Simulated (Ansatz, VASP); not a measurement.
## MgZr2N in VASP and in Ansatz

```xyz
4
Lattice="3.2688 0.0000 0.0000 -1.6344 2.8308 0.0000 0.0000 0.0000 10.0855" Properties=species:S:1:pos:R:3 pbc="T T T"
Mg    0.0000    0.0000    5.0428
Zr    0.0000    0.0000    8.1978
Zr    0.0000    0.0000    1.8877
N     0.0000    0.0000    0.0000
```

Alike in both runs: functional PBE; k mesh 18 × 18 × 6; occupations gaussian, width 0.1 eV; no spin polarisation.

Ansatz relaxed the structure, and its values are those at the end. VASP's run is a single point on that final structure, the one shown.

|  | VASP | Ansatz |
| --- | --- | --- |
| version | VASP 6.6.1 | Ansatz 0.2.0 |
| potentials or method | VASP PAW PBE potentials, release 64 (Mg, Zr_sv, N), cutoff 520 eV | scalar-relativistic, plane waves, PAW |
| valence electrons in the cell | 31 | 39 |

```csv
,VASP,Ansatz,Ansatz less VASP
gap on the k mesh at the Fermi level (eV),none,none,-
pressure (GPa),0.1,0.0,-0.09
rms of the force components (eV/Å),0.030,0.001,-0.0287
```

A gap of «none» marks a metal or a gap that the smearing closes. VASP's potentials hold 31 valence electrons a cell and Ansatz's 39, so a difference there can come from the potentials and not from the codes.
